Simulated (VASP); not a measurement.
## CuSn2: single point with PBE

The system is CuSn2.

```
Cu Sn
1.0
    -1.60734    1.60734    6.44868
     1.60734   -1.60734    6.44868
     1.60734    1.60734   -6.44868
Cu Sn
1 2
Direct
  0.00000 0.00000 0.00000
  0.36213 0.36213 0.00000
  0.63787 0.63787 0.00000
```

| Item | Value |
| --- | --- |
| Program | VASP 6.6.1 |
| Task | single point |
| Functional | PBE |
| Potentials or basis | VASP PAW PBE potentials, release 64 (Cu, Sn_d) |
| Cutoff | 520 eV |
| k mesh | 18 × 18 × 18 |
| Occupations | fermi-dirac, width 0.15 eV |
| Spin | no spin polarisation |

- Pressure: 0.1 GPa
- Largest force: 0.016 eV/Å
- Band gap on the k mesh: zero (an odd number of electrons rules out a gap without spin polarisation)

Forces in eV/Å, atoms in the order of the input:
```
Cu   0.000  0.000  0.000
Sn   0.000  0.000 -0.016
Sn   0.000  0.000  0.016
```

Levels at points of the mesh, in eV from the Fermi level:
| k point | band 18 | band 19 | band 20 | band 21 | band 22 | band 23 |
| --- | --- | --- | --- | --- | --- | --- |
| (0.00, 0.00, 0.00) | -2.82 | 3.17 | 4.31 | 4.31 | 4.96 | 4.96 |
| (0.50, 0.00, 0.00) | -2.84 | -2.35 | -0.95 | 1.10 | 4.68 | 6.63 |
| (0.50, 0.50, 0.00) | -2.27 | -2.24 | -0.94 | 0.52 | 0.52 | 1.90 |
| (0.50, 0.50, 0.50) | -1.86 | -1.08 | 3.53 | 3.53 | 6.54 | 6.54 |

Wall time 76 min on 1 thread of Intel(R) Xeon(R) Platinum 8124M CPU @ 3.00GHz (Skylake/Cascade Lake), on a shared host, peak memory 0.98 GiB.

Caveat: spin-orbit coupling is left out, which moves the levels of the heavy elements.
